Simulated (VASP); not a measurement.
# Nb (Immm) in VASP: notebook

Nb is run at these levels: PBEsol; tasks: single point.

Program: VASP 6.6.1. These are calculated values, not measurements. Logs are shortened: lines on timing, memory, paths and dates and some standing lists are left out, and cuts for length are marked.

### Step 1. The cell of the first run

The structure is orthorhombic, space group Immm (No. 71). Conventional cell: a = 2.898 Å, b = 3.085 Å, c = 4.230 Å, α = 90.00°, β = 90.00°, γ = 90.00°. Nb (site symmetry mmm) has 12 Nb at 2.90 to 3.08 Å within 3.8 Å.

### Step 2. Single point, PBEsol (strain +0.0625 x Voigt [0, 0, 0, 0, 0, 1])

Contents of INCAR:

```
PREC = Accurate
ENCUT = 520
EDIFF = 1E-7
ISMEAR = 0
SIGMA = 0.15
LREAL = F
LASPH = T
NELM = 60
ALGO = Fast
ISIF = 2
LWAVE = F
LCHARG = T
GGA = PS
LELF = T
LVHAR = T
NBANDS = 12
```

Contents of KPOINTS:

```
Automatic mesh
0
Gamma
  20 20 20
```

Contents of POSCAR:

```
Nb
1.0
    0.0660937500      2.1150000000      2.1150000000
    2.1150000000      0.0660937500      2.1150000000
    2.1810937500      2.1810937500      0.0000000000
Nb
1
Direct
    0.0000000000      0.0000000000      0.0000000000
```

Potentials or basis: VASP PAW PBE potentials, release 64 (Nb_sv).

The run is started by

```bash
cat potpaw_PBE.64/Nb_sv/POTCAR > POTCAR
mpirun -np 1 vasp_std > vasp.out
```

OUTCAR:

```text
PREC = Accurate
   ENCUT = 520
   EDIFF = 1E-7
   ISMEAR = 0
   LREAL = F
   LASPH = T
   NELM = 60
   ISIF = 2
   GGA = PS

 ion  position               nearest neighbor table
   1  0.000  0.000  0.000-

  LATTYP: Found a body centered orthorhombic cell.
 ALAT       =     2.8975910068
 B/A-ratio  =     1.0645161290
 C/A-ratio  =     1.4598333547

  Lattice vectors:

 A1 = (   2.1150000000,   0.0660937500,  -2.1150000000)
 A2 = (  -2.1150000000,  -0.0660937500,  -2.1150000000)
 A3 = (   0.0660937500,   2.1150000000,   2.1150000000)

Analysis of symmetry for initial positions (statically):
=====================================================================
 Subroutine PRICEL returns:
 Original cell was already a primitive cell.

 Routine SETGRP: Setting up the symmetry group for a
 body centered orthorhombic supercell.

 Subroutine GETGRP returns: Found  8 space group operations
 (whereof  8 operations were pure point group operations)
 out of a pool of  8 trial point group operations.

The static configuration has the point symmetry D_2h.

Analysis of symmetry for dynamics (positions and initial velocities):
=====================================================================
 Subroutine PRICEL returns:
 Original cell was already a primitive cell.

 Routine SETGRP: Setting up the symmetry group for a
 body centered orthorhombic supercell.

 Subroutine GETGRP returns: Found  8 space group operations
 (whereof  8 operations were pure point group operations)
 out of a pool of  8 trial point group operations.

The dynamic configuration has the point symmetry D_2h.

 Subroutine INISYM returns: Found  8 space group operations
 (whereof  8 operations are pure point group operations),
 and found     1 'primitive' translations

----------------------------------------------------------------------------------------

                                     Primitive cell

  volume of cell :      18.9033

  direct lattice vectors                    reciprocal lattice vectors
     0.066093750  2.115000000  2.115000000    -0.244032639  0.244032639  0.236406619
     2.115000000  0.066093750  2.115000000     0.244032639 -0.244032639  0.236406619
     2.181093750  2.181093750  0.000000000     0.229242782  0.229242782 -0.236406619

  length of vectors
[... 80 lines left out ...]
   EDIFF  = 0.1E-06   stopping-criterion for ELM
   LREAL  =      F    real-space projection
   EDIFFG = 0.1E-05   stopping-criterion for IOM
   NSW    =      0    number of steps for IOM
   IBRION =     -1    ionic relax: 0-MD 1-quasi-New 2-CG
   NFREE  =      0    steps in history (QN), initial steepest desc. (CG)
   ISIF   =      2    stress and relaxation
   ISYM   =      2    0-nonsym 1-usesym 2-fastsym
   POTIM  = 0.5000    time-step for ionic-motion
   TEBEG  =    0.0;   TEEND  =   0.0 temperature during run
   PSTRESS=    0.0 pullay stress
   NELECT =      13.0000    total number of electrons
   NUPDOWN=      -1.0000    fix difference up-down
   EMIN   =  10.00;   EMAX   =-10.00  energy-range for DOS
   EFERMI =   0.00;   METHOD = LEGACY
   ISMEAR =     0;   SIGMA  =   0.15  broadening in eV -4-tet -1-fermi 0-gaus
   EFERMI_NEDOS =   21; number of points for ismear=-14 and -15
   IALGO  =     68    algorithm
   IMIX   =      4    mixing-type and parameters
     AMIX     =   0.40;   BMIX     =  1.00
     AMIX_MAG =   1.60;   BMIX_MAG =  1.00
  volume/ion in A,a.u.               =      18.90       127.57
  Fermi-wavevector in a.u.,A,eV,Ry     =   1.445031  2.730712 28.410505  2.088113
  Thomas-Fermi vector in A             =   2.563258
   LORBIT       =      0    0 simple, 1 ext, 2 COOP (PROOUT), +10 PAW based schemes
   GGA     = PS    functional components
   LHFCALC =     F    Hartree Fock is set to
   AEXX    =    0.0000 exact exchange contribution
   IVDW    =     0    specifies the selected vdW correction
   LEPSILON=     F    determine dielectric tensor
   LRPA    =     F    only Hartree local field effects (RPA)
 non-spin polarized calculation
 RMM-DIIS sequential band-by-band and
 Gauss-broadening in eV      SIGMA  =   0.15
  energy-cutoff  :      520.00
  volume of cell :       18.90
 maximum number of plane-waves:       529
   NGX = 11   NGY = 11   NGZ = 11

 number of electron      13.0000000 magnetization

 Free energy of the ion-electron system (eV)
  ---------------------------------------------------
  ext. energy  EPLUGINS =         0.00000000
  ---------------------------------------------------
  free energy    TOTEN  =       -10.60613603 eV

  energy without entropy =      -10.58845352  energy(sigma->0) =      -10.59729477

 E-fermi :  10.7168     XC(G=0): -12.3787

 val. band max:       10.7152111320   @ k =  -0.1000   0.3000   0.2000
 cond. band min:      10.7175477465   @ k =  -0.4500   0.2500   0.0000
 fundamental gap:      0.0023366145
 Fermi energy:        10.7167612128

 k-point     1 :       0.0000    0.0000    0.0000
  band No.  band energies     occupation
      1     -43.9543      2.00000
      2     -19.4471      2.00000
      3     -19.3782      2.00000
      4     -19.2832      2.00000
      5       4.5046      2.00000
      6      10.3903      1.99791
      7      10.7600      0.68330
      8      11.3438      0.00000
      9      13.4612      0.00000
     10      13.4639      0.00000
     11      22.5454      0.00000
     12      26.5897      0.00000
[... 331 lines left out ...]
 k-point    24 :      -0.3500    0.0500    0.0000
  band No.  band energies     occupation
      1     -43.7702      2.00000
      2     -20.3898      2.00000
      3     -19.5614      2.00000
      4     -19.5493      2.00000
      5       7.0317      2.00000
      6      10.4981      1.96076
      7      10.9616      0.02097
      8      11.1001      0.00030
      9      14.0403      0.00000
     10      15.2791      0.00000
     11      21.7913      0.00000
     12      24.5933      0.00000

 [... further k-points ...]
[... 5 lines left out ...]
  --------------------------------------------------------------------------------------
  -------------------------------------------------------------------------------------
  Total       -0.8577360     -0.8577360     -0.8801154      0.2595742      0.0000000      0.0000000
  in kB      -72.6988305    -72.6988305    -74.5956326     22.0006429      0.0000000      0.0000000
  external PRESSURE =     -73.3310978 kB  Pullay stress =       0.0000000 kB

 VOLUME and BASIS-vectors are now :
 -----------------------------------------------------------------------------
  energy-cutoff  :      520.00
  volume of cell :       18.90
      direct lattice vectors                 reciprocal lattice vectors
     0.066093750  2.115000000  2.115000000    -0.244032639  0.244032639  0.236406619
     2.115000000  0.066093750  2.115000000     0.244032639 -0.244032639  0.236406619
     2.181093750  2.181093750  0.000000000     0.229242782  0.229242782 -0.236406619

 POSITION                                       TOTAL-FORCE (eV/Angst)
 -----------------------------------------------------------------------------------
      0.00000      0.00000      0.00000         0.000000      0.000000      0.000000
 -----------------------------------------------------------------------------------
    total drift:                                0.000000      0.000000     -0.000000

  FREE ENERGIE OF THE ION-ELECTRON SYSTEM (eV)
  ---------------------------------------------------
  free  energy   TOTEN  =       -10.6061360265 eV

  energy  without entropy=      -10.5884535212  energy(sigma->0) =      -10.59729477
```

OSZICAR:

```text
N       E                     dE             d eps       ncg     rms          rms(c)
DAV:   1     0.116019367205E+03    0.11602E+03   -0.72782E+03 28100   0.108E+03
DAV:   2    -0.631134016375E+01   -0.12233E+03   -0.11804E+03 30220   0.387E+02
DAV:   3    -0.108377692438E+02   -0.45264E+01   -0.43249E+01 40320   0.651E+01
[... 17 lines left out ...]
RMM:  21    -0.106061354778E+02   -0.31163E-06   -0.30476E-06 28917   0.701E-03    0.492E-04
RMM:  22    -0.106061357278E+02   -0.24996E-06   -0.22209E-06 27030   0.539E-03    0.652E-04
RMM:  23    -0.106061358346E+02   -0.10680E-06   -0.11755E-06 26270   0.419E-03    0.147E-03
RMM:  24    -0.106061359395E+02   -0.10495E-06   -0.84855E-07 24278   0.315E-03    0.147E-03
RMM:  25    -0.106061360265E+02   -0.86983E-07   -0.44945E-07 24636   0.311E-03
   1 F= -.10606136E+02 E0= -.10597295E+02  d E =-.176825E-01
```

stdout:

```text
POSCAR found type information on POSCAR Nb
 POSCAR found :  1 types and       1 ions
 scaLAPACK will be used
 -----------------------------------------------------------------------------
|                                                                             |
|                                                                             |
|     You enforced a specific xc type in the INCAR file but a different       |
[... 40 lines left out ...]
WARNING in EDDRMM: call to ZHEGV failed, returncode =   8  4     10
WARNING in EDDRMM: call to ZHEGV failed, returncode =   6  3     10
WARNING in EDDRMM: call to ZHEGV failed, returncode =   6  3      9
WARNING in EDDRMM: call to ZHEGV failed, returncode =   8  4      7
WARNING in EDDRMM: call to ZHEGV failed, returncode =   6  3      7
WARNING in EDDRMM: call to ZHEGV failed, returncode =   8  4     12
WARNING in EDDRMM: call to ZHEGV failed, returncode =   6  3      5
```

Run time: 5.9 min. Hardware: 1 thread of Intel Xeon Platinum 8488C (Sapphire Rapids), shared host; peak memory 0.36 GiB.

What came out:

* Free energy: -10.6061 eV
* Pressure: -7.3 GPa
* Band gap on the k mesh: zero (an odd number of electrons rules out a gap without spin polarisation)

Caveat: the cell differs from its parent crystal (strain +0.0625 x Voigt [0, 0, 0, 0, 0, 1]); the cell stands under tension; the PAW data sets were made with another functional, which shifts forces and pressure a little.

### Step 3. Single point, PBEsol (strain +0.0250 x Voigt [0, 0, 0, 0, 0, 1])

Contents of INCAR:

```
ALGO = Fast
EDIFF = 1E-6
ENCUT = 520
GGA = PS
ISIF = 2
ISMEAR = 0
LASPH = True
LCHARG = True
LELF = True
LREAL = False
LVHAR = True
LWAVE = False
NBANDS = 12
NELM = 80
PREC = Accurate
SIGMA = 0.15
```

Contents of KPOINTS:

```
k-points
0
Gamma
  20 20 20
```

Contents of POSCAR:

```
Nb
1.0
    0.0264375000      2.1150000000      2.1150000000
    2.1150000000      0.0264375000      2.1150000000
    2.1414375000      2.1414375000      0.0000000000
Nb
1
Direct
    0.0000000000      0.0000000000      0.0000000000
```

Potentials or basis: VASP PAW PBE potentials, release 64 (Nb_sv).

The run is started by

```bash
cat potpaw_PBE.64/Nb_sv/POTCAR > POTCAR
mpirun -np 1 vasp_std > vasp.out
```

OUTCAR:

```text
EDIFF = 1E-6
   ENCUT = 520
   GGA = PS
   ISIF = 2
   ISMEAR = 0
   LASPH = True
   LREAL = False
   NELM = 80
   PREC = Accurate

 ion  position               nearest neighbor table
   1  0.000  0.000  0.000-

  LATTYP: Found a body centered orthorhombic cell.
 ALAT       =     2.9536734134
 B/A-ratio  =     1.0253164557
 C/A-ratio  =     1.4321149999

  Lattice vectors:

 A1 = (   2.1150000000,   0.0264375000,  -2.1150000000)
 A2 = (  -2.1150000000,  -0.0264375000,  -2.1150000000)
[... 533 lines left out ...]
      5       6.9914      2.00000
      6      10.7314      0.93400
      7      10.8272      0.32447
      8      10.9299      0.05069
      9      14.1662      0.00000
     10      15.0944      0.00000
     11      21.7646      0.00000
     12      24.3464      0.00000

 [... further k-points ...]
[... 5 lines left out ...]
  --------------------------------------------------------------------------------------
  -------------------------------------------------------------------------------------
  Total       -0.8473592     -0.8473592     -0.8624292      0.1445170     -0.0000000     -0.0000000
  in kB      -71.7604050    -71.7604050    -73.0366440     12.2387313     -0.0000000     -0.0000000
  external PRESSURE =     -72.1858180 kB  Pullay stress =       0.0000000 kB

 VOLUME and BASIS-vectors are now :
 -----------------------------------------------------------------------------
  energy-cutoff  :      520.00
  volume of cell :       18.92
      direct lattice vectors                 reciprocal lattice vectors
     0.026437500  2.115000000  2.115000000    -0.239399108  0.239399108  0.236406619
     2.115000000  0.026437500  2.115000000     0.239399108 -0.239399108  0.236406619
     2.141437500  2.141437500  0.000000000     0.233488019  0.233488019 -0.236406619

 POSITION                                       TOTAL-FORCE (eV/Angst)
 -----------------------------------------------------------------------------------
      0.00000      0.00000      0.00000        -0.000000     -0.000000      0.000000
 -----------------------------------------------------------------------------------
    total drift:                                0.000000      0.000000     -0.000000

  FREE ENERGIE OF THE ION-ELECTRON SYSTEM (eV)
  ---------------------------------------------------
  free  energy   TOTEN  =       -10.5976293973 eV

  energy  without entropy=      -10.5804850821  energy(sigma->0) =      -10.58905724
```

stdout:

```text
POSCAR found type information on POSCAR Nb
 POSCAR found :  1 types and       1 ions
 scaLAPACK will be used
 -----------------------------------------------------------------------------
|                                                                             |
|                                                                             |
|     You enforced a specific xc type in the INCAR file but a different       |
|     I HOPE YOU KNOW WHAT YOU ARE DOING!                                     |
|                                                                             |
 -----------------------------------------------------------------------------

 LDA part: xc-table for (Slater+PW92), standard interpolation
 POSCAR, INCAR and KPOINTS ok, starting setup
 FFT: planning ... GRIDC
 FFT: planning ... GRID_SOFT
 FFT: planning ... GRID
 WAVECAR not read
 entering main loop
WARNING in EDDRMM: call to ZHEGV failed, returncode =   6  3     10
WARNING in EDDRMM: call to ZHEGV failed, returncode =   6  3     12
WARNING in EDDRMM: call to ZHEGV failed, returncode =   6  3     12
WARNING in EDDRMM: call to ZHEGV failed, returncode =   8  4      7
WARNING in EDDRMM: call to ZHEGV failed, returncode =   6  3      7
WARNING in EDDRMM: call to ZHEGV failed, returncode =   8  4     12
```

Run time: 4.5 min. Hardware: 1 thread of Intel Xeon Platinum 8488C (Sapphire Rapids), shared host; peak memory 0.37 GiB.

What came out:

```yaml
Free_energy: -10.5976 eV
Pressure: -7.2 GPa
Band_gap_on_the_k_mesh: zero (an odd number of electrons rules out a gap without spin polarisation)
```

Stress tensor (GPa, compression positive):
```
-7.18  1.22  0.00
 1.22 -7.18  0.00
 0.00  0.00 -7.30
```

Levels at points of the mesh, in eV from the Fermi level:
```tsv
k point	band 3	band 4	band 5	band 6	band 7	band 8	band 9	band 10
(0.00, 0.00, 0.00)	-30.12	-30.09	-6.23	-0.08	0.09	0.30	2.68	2.68
(0.50, 0.00, 0.00)	-30.30	-30.28	-3.82	-0.26	0.02	1.46	4.57	4.77
(0.50, 0.50, 0.00)	-30.58	-30.49	-4.03	-3.28	3.53	4.61	5.20	5.20
(0.00, 0.00, 0.50)	-30.26	-30.24	-3.82	-0.19	0.11	1.22	4.49	4.70
(0.50, 0.00, 0.50)	-30.54	-30.54	-4.03	-3.28	3.53	4.58	5.19	5.23
```

Caveat: the cell differs from its parent crystal (strain +0.0250 x Voigt [0, 0, 0, 0, 0, 1]); the cell stands under tension; the PAW data sets were made with another functional, which shifts forces and pressure a little.
